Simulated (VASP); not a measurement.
# Fe (P6_3/mmc) in VASP: further runs

The runs below take Fe through single point, relaxation of cell and atoms, with PBEsol.

Everything below comes from runs of VASP 6.6.1. Logs are shortened: lines on timing, memory, paths and dates and some standing lists are left out, and cuts for length are marked.

## Step 1: The cell of the first run

It takes space group P6_3/mmc (No. 194, hexagonal). The conventional cell has a = 3.221 Å, b = 3.221 Å, c = 5.315 Å, α = 90.00°, β = 90.00°, γ = 120.00°. Within 2.6 Å of Fe (site symmetry 3m) lie 4 Fe at 1.97 to 1.99 Å.

## Step 2: Single point, PBEsol, collinear spin, ferromagnetic start

File INCAR:

```
  ALGO = Normal
  EDIFF = 1E-6
  ENCUT = 520
  GGA = PS
  ISIF = 2
  ISMEAR = 0
  ISPIN = 2
  LASPH = T
  LCHARG = T
  LELF = T
  LMAXMIX = 4
  LORBIT = 11
  LREAL = F
  LVHAR = T
  LWAVE = F
  MAGMOM = 4 4 4 4
  NBANDS = 28
  NELM = 150
  PREC = Accurate
  SIGMA = 0.1
```

File KPOINTS:

```
k-points
0
Gamma
  6 6 4
```

File POSCAR:

```
Fe
1.0
    3.2209691390      0.0000000000      0.0000000000
   -1.6104845695      2.7894410992      0.0000000000
    0.0000000000      0.0000000000      5.3145990793
Fe
4
Direct
    0.3333333333      0.6666666667      0.4375000000
    0.6666666667      0.3333333333      0.9375000000
    0.6666666667      0.3333333333      0.5625000000
    0.3333333333      0.6666666667      0.0625000000
```

Potentials or basis: VASP PAW PBE potentials, release 64 (Fe).

Started as:

```sh
$ cat potpaw_PBE.64/Fe/POTCAR > POTCAR
$ mpirun -np 1 vasp_std > vasp.out
```

OUTCAR:

```text
EDIFF = 1E-6
   ENCUT = 520
   GGA = PS
   ISIF = 2
   ISMEAR = 0
   ISPIN = 2
   LASPH = T
   LORBIT = 11
   LREAL = F
   NELM = 150
   PREC = Accurate

 ion  position               nearest neighbor table
   1  0.333  0.667  0.438-   3 1.97   3 1.97   3 1.97   4 1.99
   2  0.667  0.333  0.938-   4 1.97   4 1.97   4 1.97   3 1.99
   3  0.667  0.333  0.562-   1 1.97   1 1.97   1 1.97   2 1.99
   4  0.333  0.667  0.062-   2 1.97   2 1.97   2 1.97   1 1.99

  LATTYP: Found a hexagonal cell.
 ALAT       =     3.2209691390
 C/A-ratio  =     1.6500000000

  Lattice vectors:

 A1 = (   3.2209691390,   0.0000000000,   0.0000000000)
 A2 = (  -1.6104845695,   2.7894410992,   0.0000000000)
 A3 = (   0.0000000000,   0.0000000000,   5.3145990793)

Analysis of symmetry for initial positions (statically):
=====================================================================
 Subroutine PRICEL returns:
 Original cell was already a primitive cell.

 Routine SETGRP: Setting up the symmetry group for a
 hexagonal supercell.

 Subroutine GETGRP returns: Found 24 space group operations
 (whereof 12 operations were pure point group operations)
 out of a pool of 24 trial point group operations.

The static configuration has the point symmetry D_3d.
 The point group associated with its full space group is D_6h.

Analysis of symmetry for dynamics (positions and initial velocities):
=====================================================================
 Subroutine PRICEL returns:
 Original cell was already a primitive cell.

 Routine SETGRP: Setting up the symmetry group for a
 hexagonal supercell.

 Subroutine GETGRP returns: Found 24 space group operations
 (whereof 12 operations were pure point group operations)
 out of a pool of 24 trial point group operations.

The dynamic configuration has the point symmetry D_3d.
 The point group associated with its full space group is D_6h.

Analysis of structural, dynamic, and magnetic symmetry:
=====================================================================
 Subroutine PRICEL returns:
 Original cell was already a primitive cell.

 Routine SETGRP: Setting up the symmetry group for a
 hexagonal supercell.

 Subroutine GETGRP returns: Found 24 space group operations
 (whereof 12 operations were pure point group operations)
 out of a pool of 24 trial point group operations.

[... 125 lines left out ...]
   LORBIT       =     11    0 simple, 1 ext, 2 COOP (PROOUT), +10 PAW based schemes
   GGA     = PS    functional components
   LHFCALC =     F    Hartree Fock is set to
   AEXX    =    0.0000 exact exchange contribution
   IVDW    =     0    specifies the selected vdW correction
   LEPSILON=     F    determine dielectric tensor
   LRPA    =     F    only Hartree local field effects (RPA)
 spin polarized calculation
 Gauss-broadening in eV      SIGMA  =   0.10
  energy-cutoff  :      520.00
  volume of cell :       47.75
 maximum number of plane-waves:      1308
 NGX is ok and might be reduce to    24
   NGX = 11   NGY = 11   NGZ = 19

 number of electron      32.0000040 magnetization       0.3649644

 number of electron      32.0000040 magnetization      -0.0000375

 Free energy of the ion-electron system (eV)
  ---------------------------------------------------
  ext. energy  EPLUGINS =         0.00000000
  ---------------------------------------------------
  free energy    TOTEN  =       -30.00042288 eV

  energy without entropy =      -29.98457146  energy(sigma->0) =      -29.99249717

 E-fermi :   5.2410     XC(G=0): -12.7020

 val. band max:        5.1680407538   @ k =   0.3333   0.0000   0.0000
 cond. band min:       5.2839611719   @ k =   0.1667   0.0000   0.2500
 fundamental gap:      0.1159204181
 Fermi energy:         5.2410097379

 spin component 1

 k-point     1 :       0.0000    0.0000    0.0000
  band No.  band energies     occupation
      1      -2.4421      1.00000
      2       1.1374      1.00000
      3       1.1374      1.00000
      4       1.3620      1.00000
      5       1.5926      1.00000
      6       1.7119      1.00000
[... 640 lines left out ...]
     27      16.0015      0.00000
     28      16.0015      0.00000
 Fermi energy:         5.2410097379

 spin component 2

 k-point     1 :       0.0000    0.0000    0.0000
  band No.  band energies     occupation
      1      -2.4422      1.00000
      2       1.1375      1.00000
      3       1.1375      1.00000
      4       1.3619      1.00000
      5       1.5925      1.00000
      6       1.7119      1.00000
[... 640 lines left out ...]
     27      16.0015      0.00000
     28      16.0015      0.00000

------------------------ aborting loop because EDIFF is reached ----------------------------------------

  FORCE on cell =-STRESS in cart. coord.  units (eV):
  Direction    XX          YY          ZZ          XY          YZ          ZX
  --------------------------------------------------------------------------------------
  -------------------------------------------------------------------------------------
  Total        9.4220876      9.4220876      9.4753234     -0.0000000     -0.0000000      0.0000000
  in kB      316.1429159    316.1429159    317.9291567     -0.0000000     -0.0000000      0.0000000
  external PRESSURE =     316.7383295 kB  Pullay stress =       0.0000000 kB

 VOLUME and BASIS-vectors are now :
 -----------------------------------------------------------------------------
  energy-cutoff  :      520.00
  volume of cell :       47.75
      direct lattice vectors                 reciprocal lattice vectors
     3.220969139  0.000000000  0.000000000     0.310465564  0.179247377  0.000000000
    -1.610484570  2.789441099  0.000000000     0.000000000  0.358494754  0.000000000
     0.000000000  0.000000000  5.314599079     0.000000000  0.000000000  0.188160948

 POSITION                                       TOTAL-FORCE (eV/Angst)
 -----------------------------------------------------------------------------------
     -0.00000      1.85963      2.32514         0.000000     -0.000000      0.123812
      1.61048      0.92981      4.98244        -0.000000      0.000000      0.123812
      1.61048      0.92981      2.98946        -0.000000      0.000000     -0.123812
     -0.00000      1.85963      0.33216         0.000000      0.000000     -0.123812
 -----------------------------------------------------------------------------------
    total drift:                                0.000000     -0.000000     -0.000000

  FREE ENERGIE OF THE ION-ELECTRON SYSTEM (eV)
  ---------------------------------------------------
  free  energy   TOTEN  =       -30.0004228820 eV

  energy  without entropy=      -29.9845714650  energy(sigma->0) =      -29.99249717

 total charge

# of ion       s       p       d       tot
------------------------------------------
    1        0.659   0.566   6.681   7.906
    2        0.659   0.566   6.681   7.906
    3        0.659   0.566   6.681   7.906
    4        0.659   0.566   6.681   7.906
--------------------------------------------------
tot          2.637   2.264  26.723  31.624

 magnetization (x)

# of ion       s       p       d       tot
------------------------------------------
    1        0.000  -0.000   0.000   0.000
    2        0.000  -0.000   0.000   0.000
    3        0.000  -0.000   0.000   0.000
    4        0.000  -0.000   0.000   0.000
--------------------------------------------------
tot          0.000  -0.000   0.000   0.000
```

OSZICAR:

```text
N       E                     dE             d eps       ncg     rms          rms(c)
DAV:   1     0.249177020678E+03    0.24918E+03   -0.14466E+04  2368   0.153E+03
DAV:   2    -0.111906889777E+02   -0.26037E+03   -0.24156E+03  2352   0.303E+02
DAV:   3    -0.247525288292E+02   -0.13562E+02   -0.12684E+02  2532   0.999E+01
DAV:   4    -0.249381333558E+02   -0.18560E+00   -0.18529E+00  2596   0.125E+01
DAV:   5    -0.249402021894E+02   -0.20688E-02   -0.20688E-02  2560   0.117E+00    0.333E+01
DAV:   6    -0.284481206771E+02   -0.35079E+01   -0.10733E+01  2580   0.438E+01    0.724E+00
DAV:   7    -0.298919274996E+02   -0.14438E+01   -0.76359E-01  2580   0.119E+01    0.522E+00
DAV:   8    -0.300092251676E+02   -0.11730E+00   -0.59460E-02  2876   0.270E+00    0.140E+00
DAV:   9    -0.300034386764E+02    0.57865E-02   -0.62691E-03  3120   0.839E-01    0.524E-01
DAV:  10    -0.300004903507E+02    0.29483E-02   -0.25530E-03  2568   0.557E-01    0.248E-01
DAV:  11    -0.300004088583E+02    0.81492E-04   -0.36597E-04  2860   0.318E-01    0.611E-02
DAV:  12    -0.300004226053E+02   -0.13747E-04   -0.57620E-05  2812   0.830E-02    0.228E-02
DAV:  13    -0.300004238190E+02   -0.12137E-05   -0.35324E-06  2480   0.193E-02    0.707E-03
DAV:  14    -0.300004228820E+02    0.93696E-06   -0.41041E-07  1288   0.780E-03
   1 F= -.30000423E+02 E0= -.29992497E+02  d E =-.158514E-01  mag=     0.0003
```

Wall time 26 s (1 thread of Intel Xeon 6975P-C (Granite Rapids), shared host); peak memory 0.19 GiB.

What came out:

| Property | Result |
| --- | --- |
| Free energy | -30.0004 eV |
| Pressure | 31.7 GPa |
| Largest force | 0.124 eV/Å |
| Band gap on the k mesh | zero (filled and empty bands overlap) |
| Net moment | 0.00 μB per cell |
| Valence electrons inside the program's atomic spheres | Fe 7.91 |

Forces in eV/Å, atoms in the order of the input:
```
Fe   0.000  0.000  0.124
Fe   0.000  0.000  0.124
Fe   0.000  0.000 -0.124
Fe   0.000  0.000 -0.124
```

Levels at points of the mesh, in eV from the Fermi level:
Spin up:
```
           k point  band 12  band 13  band 14  band 15  band 16  band 17  band 18  band 19  band 20  band 21
(0.00, 0.00, 0.00)    -2.57    -1.30    -0.76    -0.76    -0.48     0.10     0.10     1.35     1.35     1.70
(0.50, 0.00, 0.00)    -1.69    -1.07    -1.05    -0.86     0.18     0.25     0.93     1.65     1.79     1.96
(0.00, 0.00, 0.50)    -2.77    -1.56    -1.56    -0.18    -0.18    -0.18    -0.18     1.50     1.50     1.50
(0.50, 0.00, 0.50)    -2.40    -1.35    -1.35    -0.12    -0.12     1.04     1.04     1.31     1.31     1.54
```
Spin down:
```csv
k point,band 13,band 14,band 15,band 16,band 17,band 18,band 19,band 20
"(0.00, 0.00, 0.00)",-1.30,-0.76,-0.76,-0.48,0.10,0.10,1.35,1.35
"(0.50, 0.00, 0.00)",-1.07,-1.05,-0.86,0.18,0.25,0.93,1.65,1.79
"(0.00, 0.00, 0.50)",-1.56,-1.56,-0.18,-0.18,-0.18,-0.18,1.50,1.50
"(0.50, 0.00, 0.50)",-1.35,-1.35,-0.12,-0.12,1.04,1.04,1.31,1.31
```

Caveat: the k points lie up to 0.38 Å⁻¹ apart; the starting moments collapsed, and a magnetic state may lie lower; the PAW data sets were made with another functional, which shifts forces and pressure a little.

## Step 3: Single point, PBEsol

This run uses another cell than the first one, of 13.39 Å³/atom, 1.122 times its volume.

File INCAR:

```
SYSTEM = Fe
ALGO = Fast
EDIFF = 1E-7
ENCUT = 520
GGA = PS
ISIF = 2
ISMEAR = 0
LASPH = .TRUE.
LCHARG = .FALSE.
LREAL = .FALSE.
LWAVE = .FALSE.
NBANDS = 24
NELM = 100
PREC = Accurate
SIGMA = 0.1
```

File KPOINTS:

```
k-points
0
G
  15 15 10
  0 0 0
```

File POSCAR:

```
Fe
1.0
    3.5982720039      0.0000000000      0.0000000000
   -1.7991360020      3.1161949651      0.0000000000
    0.0000000000      0.0000000000      4.7772563516
Fe
4
Direct
    0.3333333333      0.6666666667      0.4657913554
    0.6666666667      0.3333333333      0.9657913554
    0.6666666667      0.3333333333      0.5342086446
    0.3333333333      0.6666666667      0.0342086446
```

Potentials or basis: VASP PAW PBE potentials, release 64 (Fe).

Started as:

```sh
$ cat potpaw_PBE.64/Fe/POTCAR > POTCAR
$ mpirun -np 1 vasp_std > vasp.out
```

OUTCAR:

```text
SYSTEM = Fe
   EDIFF = 1E-7
   ENCUT = 520
   GGA = PS
   ISIF = 2
   ISMEAR = 0
   LASPH = .TRUE.
   LREAL = .FALSE.
   NELM = 100
   PREC = Accurate

 ion  position               nearest neighbor table
   1  0.333  0.667  0.466-   4 2.06   3 2.10   3 2.10   3 2.10   4 2.72
   2  0.667  0.333  0.966-   3 2.06   4 2.10   4 2.10   4 2.10   3 2.72
   3  0.667  0.333  0.534-   2 2.06   1 2.10   1 2.10   1 2.10   2 2.72
   4  0.333  0.667  0.034-   1 2.06   2 2.10   2 2.10   2 2.10   1 2.72

  LATTYP: Found a hexagonal cell.
 ALAT       =     3.5982720039
 C/A-ratio  =     1.3276529252

  Lattice vectors:

 A1 = (   3.5982720039,   0.0000000000,   0.0000000000)
 A2 = (  -1.7991360020,   3.1161949651,   0.0000000000)
 A3 = (   0.0000000000,   0.0000000000,   4.7772563516)

Analysis of symmetry for initial positions (statically):
=====================================================================
 Subroutine PRICEL returns:
 Original cell was already a primitive cell.

 Routine SETGRP: Setting up the symmetry group for a
 hexagonal supercell.

 Subroutine GETGRP returns: Found 24 space group operations
 (whereof 12 operations were pure point group operations)
 out of a pool of 24 trial point group operations.

The static configuration has the point symmetry D_3d.
 The point group associated with its full space group is D_6h.

Analysis of symmetry for dynamics (positions and initial velocities):
=====================================================================
 Subroutine PRICEL returns:
 Original cell was already a primitive cell.

 Routine SETGRP: Setting up the symmetry group for a
 hexagonal supercell.

 Subroutine GETGRP returns: Found 24 space group operations
 (whereof 12 operations were pure point group operations)
 out of a pool of 24 trial point group operations.

The dynamic configuration has the point symmetry D_3d.
[... 121 lines left out ...]
   IALGO  =     68    algorithm
   IMIX   =      4    mixing-type and parameters
     AMIX     =   0.40;   BMIX     =  1.00
     AMIX_MAG =   1.60;   BMIX_MAG =  1.00
  volume/ion in A,a.u.               =      13.39        90.37
  Fermi-wavevector in a.u.,A,eV,Ry     =   1.378772  2.605501 25.864840  1.901012
  Thomas-Fermi vector in A             =   2.503803
   LORBIT       =      0    0 simple, 1 ext, 2 COOP (PROOUT), +10 PAW based schemes
   GGA     = PS    functional components
   LHFCALC =     F    Hartree Fock is set to
   AEXX    =    0.0000 exact exchange contribution
   IVDW    =     0    specifies the selected vdW correction
   LEPSILON=     F    determine dielectric tensor
   LRPA    =     F    only Hartree local field effects (RPA)
 non-spin polarized calculation
 RMM-DIIS sequential band-by-band and
 Gauss-broadening in eV      SIGMA  =   0.10
  energy-cutoff  :      520.00
  volume of cell :       53.57
 maximum number of plane-waves:      1470
 NGX is ok and might be reduce to    28
   NGX = 13   NGY = 13   NGZ = 17

 number of electron      31.9999971 magnetization

 Free energy of the ion-electron system (eV)
  ---------------------------------------------------
  ext. energy  EPLUGINS =         0.00000000
  ---------------------------------------------------
  free energy    TOTEN  =       -30.95840466 eV

  energy without entropy =      -30.92923388  energy(sigma->0) =      -30.94381927

 E-fermi :   4.2035     XC(G=0): -12.0943

 val. band max:        4.2023410293   @ k =   0.3333   0.0000   0.3000
 cond. band min:       4.2064402844   @ k =   0.4000   0.2000   0.5000
 fundamental gap:      0.0040992551
 Fermi energy:         4.2035242320

 k-point     1 :       0.0000    0.0000    0.0000
  band No.  band energies     occupation
      1      -3.0743      2.00000
      2       0.5466      2.00000
      3       0.5531      2.00000
      4       0.5531      2.00000
      5       1.0072      2.00000
      6       1.5102      2.00000
[... 637 lines left out ...]
     23       6.0896      0.00000
     24       8.9821      0.00000

 [... further k-points ...]

------------------------ aborting loop because EDIFF is reached ----------------------------------------

  FORCE on cell =-STRESS in cart. coord.  units (eV):
  Direction    XX          YY          ZZ          XY          YZ          ZX
  --------------------------------------------------------------------------------------
  -------------------------------------------------------------------------------------
  Total       -0.5469431     -0.5469431     -0.4113059      0.0000000     -0.0000000      0.0000000
  in kB      -16.3589560    -16.3589560    -12.3020759      0.0000000     -0.0000000      0.0000000
  external PRESSURE =     -15.0066626 kB  Pullay stress =       0.0000000 kB

 VOLUME and BASIS-vectors are now :
 -----------------------------------------------------------------------------
  energy-cutoff  :      520.00
  volume of cell :       53.57
      direct lattice vectors                 reciprocal lattice vectors
     3.598272004  0.000000000  0.000000000     0.277911175  0.160452092  0.000000000
    -1.799136002  3.116194965  0.000000000     0.000000000  0.320904183  0.000000000
     0.000000000  0.000000000  4.777256352     0.000000000  0.000000000  0.209325170

 POSITION                                       TOTAL-FORCE (eV/Angst)
 -----------------------------------------------------------------------------------
     -0.00000      2.07746      2.22520        -0.000000      0.000000     -0.028585
      1.79914      1.03873      4.61383         0.000000      0.000000     -0.028585
      1.79914      1.03873      2.55205         0.000000     -0.000000      0.028585
     -0.00000      2.07746      0.16342        -0.000000      0.000000      0.028585
 -----------------------------------------------------------------------------------
    total drift:                                0.000000     -0.000000      0.000000

  FREE ENERGIE OF THE ION-ELECTRON SYSTEM (eV)
  ---------------------------------------------------
  free  energy   TOTEN  =       -30.9584046631 eV

  energy  without entropy=      -30.9292338762  energy(sigma->0) =      -30.94381927
```

Run time: 3.1 min. Hardware: 1 thread of Intel Xeon 6975P-C (Granite Rapids), shared host; peak memory 0.28 GiB.

What came out:

- Free energy: -30.9584 eV
- Pressure: -1.5 GPa
- Largest force: 0.029 eV/Å
- Band gap on the k mesh: zero (band 16 reaches 4.72 eV, above the bottom of band 17 at 3.08 eV)

Forces in eV/Å, atoms in the order of the input:
```
Fe   0.000  0.000 -0.029
Fe   0.000  0.000 -0.029
Fe   0.000  0.000  0.029
Fe   0.000  0.000  0.029
```

Levels at points of the mesh, in eV from the Fermi level:
```csv
k point,band 13,band 14,band 15,band 16,band 17,band 18,band 19,band 20
"(0.00, 0.00, 0.00)",-1.59,-1.59,-0.74,-0.74,-0.60,0.08,0.08,1.05
"(0.00, 0.00, 0.50)",-1.29,-1.29,-1.29,-1.29,-0.55,-0.55,0.59,0.59
```

Caveat: the PAW data sets were made with another functional, which shifts forces and pressure a little; the run has no spin polarisation, though such a crystal can be magnetic.

(Part 1 of 2 ends here.)
